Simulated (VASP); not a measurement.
Li7Sb: relaxation of shape and atoms at fixed volume with PBE

Crystal: Li7Sb.

```
CELL_PARAMETERS angstrom
4.44011 0.00000 0.00000
0.00000 4.63596 3.32659
0.00000 -4.63596 3.32659
ATOMIC_POSITIONS crystal
Li 0.50000 0.04224 0.54124
Li 0.50000 0.54124 0.04224
Li 0.50000 0.54323 0.54323
Li 0.00000 0.25227 0.83030
Li 0.00000 0.31233 0.31233
Li 0.00000 0.77049 0.77049
Li 0.00000 0.83030 0.25227
Sb 0.50000 0.04087 0.04087
```

- Program: VASP 6.6.1
- Task: relaxation of shape and atoms at fixed volume
- Functional: PBE
- Potentials or basis: VASP PAW PBE potentials, release 64 (Li_sv, Sb)
- Cutoff: 600 eV
- k mesh: 8 × 8 × 8
- Occupations: gaussian, width 0.1 eV
- Spin: no spin polarisation
- Dipole correction: no
- Further INCAR settings: ALGO = Fast; EDIFF = 1e-07; IBRION = 2; EDIFFG = -0.01; NSW = 50; ISIF = 4

| Quantity | Value |
| --- | --- |
| Energy gained by relaxing | 0.0 meV/atom |
| Ionic steps | 3 |
| Pressure after relaxing | 1.4 GPa |
| Largest force after relaxing | 0.008 eV/Å |
| Band gap on the k mesh | zero (bands 13 and 14 overlap by 1.49 eV) |

Forces in eV/Å, atoms in the order of the input:
```
Li   0.000 -0.001  0.000
Li   0.000  0.001  0.000
Li   0.000  0.000 -0.003
Li   0.000  0.004  0.000
Li   0.000  0.000  0.008
Li   0.000  0.000 -0.008
Li   0.000 -0.004  0.000
Sb   0.000  0.000  0.001
```

Stress tensor (GPa, compression positive):
```
1.41 0.00 0.00
0.00 1.40 0.00
0.00 0.00 1.32
```

Step by step:
```csv
step,energy change (eV),largest force (eV/Å),pressure (GPa),volume (Å³)
1,0.0000,0.0171,1.39,136.95
2,-0.0001,0.0150,1.39,136.95
3,-0.0003,0.0082,1.38,136.95
```

Final structure:
```yaml
crystal:
  lattice:
    - [4.44659, 0.00000, 0.00000]
    - [0.00000, 4.63820, 3.32013]
    - [0.00000, -4.63820, 3.32013]
  atoms:
    - { symbol: Li, position: [0.50000, 0.04224, 0.54124] }
    - { symbol: Li, position: [0.50000, 0.54124, 0.04224] }
    - { symbol: Li, position: [0.50000, 0.54314, 0.54314] }
    - { symbol: Li, position: [0.00000, 0.25250, 0.83009] }
    - { symbol: Li, position: [0.00000, 0.31282, 0.31282] }
    - { symbol: Li, position: [0.00000, 0.77002, 0.77002] }
    - { symbol: Li, position: [0.00000, 0.83009, 0.25250] }
    - { symbol: Sb, position: [0.50000, 0.04090, 0.04090] }
```

Levels at points of the mesh, in eV from the Fermi level:
| k point | band 9 | band 10 | band 11 | band 12 | band 13 | band 14 | band 15 | band 16 | band 17 | band 18 |
| --- | --- | --- | --- | --- | --- | --- | --- | --- | --- | --- |
| (0.00, 0.00, 0.00) | -2.77 | -2.70 | -2.19 | -1.71 | -0.28 | -0.21 | 1.76 | 3.11 | 3.20 | 4.66 |
| (0.50, 0.00, 0.00) | -4.01 | -2.59 | -2.45 | -0.96 | -0.21 | 0.11 | 1.07 | 1.85 | 2.81 | 3.20 |
| (0.00, 0.50, 0.00) | -3.88 | -2.69 | -1.41 | -1.36 | 0.22 | 1.45 | 1.55 | 2.20 | 2.34 | 3.68 |
| (0.50, 0.50, 0.00) | -3.75 | -3.18 | -2.37 | -1.60 | -0.09 | 0.23 | 1.05 | 2.26 | 2.34 | 3.35 |
| (0.00, 0.50, 0.50) | -3.76 | -3.14 | -1.87 | -1.20 | 1.08 | 1.93 | 2.29 | 2.30 | 2.76 | 3.17 |
| (0.50, 0.50, 0.50) | -3.59 | -3.01 | -2.63 | -1.31 | -0.63 | -0.36 | -0.27 | 2.94 | 4.09 | 4.32 |

It took 32 min on 1 thread of Intel Xeon 8259CL, with other jobs on the host, peak memory 0.49 GiB.

Caveat: the cutoff is under 1.25 times the usual one of these potentials, so pressure, stress and relaxed cells hold a basis-set (Pulay) error; spin-orbit coupling is left out, which moves the levels of the heavy elements.
